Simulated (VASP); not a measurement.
Write the native input for VASP 6.6.1 that does the following.

| Property | Result |
| --- | --- |
| Task | single point |
| Functional | PBEsol |
| Potentials or basis | VASP PAW PBE potentials, release 64 (Pt, Mn_pv) |
| Cutoff | 520 eV |
| k mesh | 11 × 11 × 4 |
| Occupations | fermi-dirac, width 0.05 eV |
| Spin | collinear spin, ferromagnetic start |
| Starting moments | [0.0, 0.0, 4.0] μB |
| Dipole correction | no |
| Further INCAR settings | ALGO = Normal; EDIFF = 1e-07; NBANDS = 28 |

The structure of MnPt2 lies in POSCAR:

```
MnPt2
1.0
    2.8197726289      0.0000000000      0.0000000000
   -1.4098863145      2.4419947296      0.0000000000
    0.0000000000      0.0000000000      6.4442160962
Pt Mn
2 1
Direct
    0.6666666667      0.3333333333      0.3162060000
    0.3333333333      0.6666666667      0.6837940000
    0.0000000000      0.0000000000      0.0000000000
```

These files were run (other wordings do the same):

INCAR

```
SYSTEM = MnPt2
PREC = Accurate
ENCUT = 520
EDIFF = 1E-7
ISMEAR = -1
SIGMA = 0.05
LREAL = .FALSE.
LASPH = .TRUE.
NELM = 150
ALGO = Normal
ISIF = 2
LWAVE = .FALSE.
LCHARG = .TRUE.
ISPIN = 2
MAGMOM = 0 0 4
LORBIT = 11
LMAXMIX = 4
GGA = PS
LELF = .TRUE.
LVHAR = .TRUE.
NBANDS = 28
```

KPOINTS

```
regular mesh
0
G
  11 11 4
  0 0 0
```

Potentials or basis: VASP PAW PBE potentials, release 64 (Pt, Mn_pv).

Command:

```bash
$ cat potpaw_PBE.64/Pt/POTCAR potpaw_PBE.64/Mn_pv/POTCAR > POTCAR
$ mpirun -np 1 vasp_std > vasp.out
```

It gave:

The pressure is -2.4 GPa, the largest force is 0.119 eV/Å and the net moment is 4.31 μB per cell. The site moments are Pt +0.27; Mn +3.59 μB and the valence electrons inside the program's atomic spheres are Pt 9.30; Mn 11.62.

Caveat: the PAW data sets were made with another functional, which shifts forces and pressure a little.

Run time: 3.9 min on 1 thread of Intel Xeon 8259CL, with other jobs on the host, peak memory 0.27 GiB.
